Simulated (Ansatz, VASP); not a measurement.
**Pb: VASP beside Ansatz**

Contents of INCAR:

```
SYSTEM = Pb
PREC = Accurate
ENCUT = 520
EDIFF = 1E-6
ISMEAR = -1
SIGMA = 0.1
LREAL = .False.
LASPH = .True.
NELM = 100
ALGO = Normal
ISIF = 2
LWAVE = .False.
LCHARG = .False.
GGA = PS
NBANDS = 13
```

The input KPOINTS:

```
Automatic mesh
0
Gamma
  15 15 15
  0 0 0
```

The input POSCAR:

```
Pb
1.0
    0.0000000000      2.2417307380      2.2417307380
    2.2417307380      0.0000000000      2.2417307380
    2.2417307380      2.2417307380      0.0000000000
Pb
1
Direct
    0.0000000000      0.0000000000      0.0000000000
```

Input for Ansatz:

```yaml
crystal:
  lattice:
    - [0.0, 2.241730738, 2.241730738]
    - [2.241730738, 0.0, 2.241730738]
    - [2.241730738, 2.241730738, 0.0]
  atoms:
    - { symbol: Pb, position: [0.0, 0.0, 0.0] }
kpoints:
  mp_grid: { grid: [15, 15, 15] }
  band_path:
    path:
      - [0.0, 0.0, 0.0]
      - [0.5, 0.0, 0.5]
      - [0.625, 0.25, 0.625]
      - [0.375, 0.375, 0.75]
      - [0.0, 0.0, 0.0]
      - [0.5, 0.5, 0.5]
      - [0.5, 0.25, 0.75]
      - [0.5, 0.0, 0.5]
    npoints: 8
scf:
  occupations: { method: fermi_dirac, width: 0.1 }
  lower_state_search: light
hamiltonian:
  xc: pbesol
  pseudopotentials: { kind: all_electron, lapw: { basis_error: 0.001 } }
output:
  forces: true
  stress: true
  eigenvalues: true
  populations: true
```

Alike in both runs: task single point; functional PBEsol; k mesh 15 × 15 × 15; occupations fermi-dirac, width 0.1 eV; no spin polarisation.

|  | VASP | Ansatz |
| --- | --- | --- |
| version | VASP 6.6.1 | Ansatz 0.2.0 |
| potentials or method | VASP PAW PBE potentials, release 64 (Pb_d), cutoff 520 eV | all-electron LAPW, scalar-relativistic |

```csv
,VASP,Ansatz,Ansatz less VASP
gap on the k mesh at the Fermi level (eV),none,none,-
pressure (GPa),27.4,27.5,+0.13
```

VASP's potentials were made for PBE, not for PBEsol. A gap of «none» marks a metal or a gap that the smearing closes. Ansatz ran all-electron here, and VASP with PAW potentials.

Spin-orbit coupling is off throughout.
